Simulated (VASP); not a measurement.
Wanted: the native input for a VASP 6.6.1 run.

* Task: single point
* Functional: LDA
* Potentials or basis: VASP PAW LDA potentials, release 64 (Ti_sv, C)
* Cutoff: 520 eV
* k mesh: 9 × 9 × 1
* Occupations: gaussian, width 0.1 eV
* Spin: no spin polarisation
* Dipole correction: yes
* Further INCAR settings: ALGO = Normal; EDIFF = 1e-07; NBANDS = 34

The structure of Ti4C lies in POSCAR:

```
Ti4C
1.0
    2.8641158382      0.0000000000      0.0000000000
   -1.4320579191      2.4803970752      0.0000000000
    0.0000000000      0.0000000000     22.2412393510
Ti C
4 1
Direct
    0.6666666666      0.3333333333      0.1798460930
    0.3333333333      0.6666666667      0.2818047761
    0.6666666666      0.3333333333      0.3878689313
    0.1669646411      0.3339292821      0.5044714031
    0.5000000000      1.0000000000      0.5434707293
```

These files were run (other wordings do the same):

INCAR

```
SYSTEM = Ti4C
ALGO = Normal
DIPOL = 0.5 0.5 0.379
EDIFF = 1E-7
ENCUT = 520
GGA = CA
IDIPOL = 3
ISIF = 2
ISMEAR = 0
LASPH = .TRUE.
LCHARG = .FALSE.
LDIPOL = .TRUE.
LREAL = .FALSE.
LWAVE = .FALSE.
NBANDS = 34
NELM = 80
PREC = Accurate
SIGMA = 0.1
```

KPOINTS

```
k-points
0
G
  9 9 1
  0 0 0
```

Potentials or basis: VASP PAW LDA potentials, release 64 (Ti_sv, C).

Run with:

```console
$ cat potpaw_LDA.64/Ti_sv/POTCAR potpaw_LDA.64/C/POTCAR > POTCAR
$ mpirun -np 1 vasp_std > vasp.out
```

Results of the run:

The largest force is 0.517 eV/Å and the band gap on the k mesh is zero (band 26 reaches 1.06 eV, above the bottom of band 27 at 0.37 eV).

It took 4.8 min on 1 thread of Intel(R) Xeon(R) Platinum 8124M CPU @ 3.00GHz (Skylake/Cascade Lake), on a shared host, peak memory 0.3 GiB.
